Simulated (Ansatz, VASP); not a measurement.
# One calculation of Cr, two programs

```
Cr
1.0
     2.38324    0.00000    0.00000
     0.00000    2.38324    0.00000
     0.00000    0.00000    2.38324
Cr
1
Direct
  0.00000 0.00000 0.00000
```

Alike in both runs: task single point; functional revPBE; k mesh 15 × 15 × 15; occupations fermi-dirac, width 0.1 eV; no spin polarisation.

```csv
,VASP,Ansatz
version,VASP 6.6.1,Ansatz 0.2.0
potentials or method,"VASP PAW PBE potentials, release 64 (Cr_pv), cutoff 520 eV","plane waves (420 eV) with PAW, scalar-relativistic"
valence electrons in the cell,12,14
```

VASP gave:

* pressure (GPa): -6.1

Question: Estimate Ansatz's values.

Answer: Pressure (GPa): -5.8.

VASP's potentials were made for PBE, not for revPBE. VASP's potentials hold 12 valence electrons a cell and Ansatz's 14, so a difference there can come from the potentials and not from the codes.
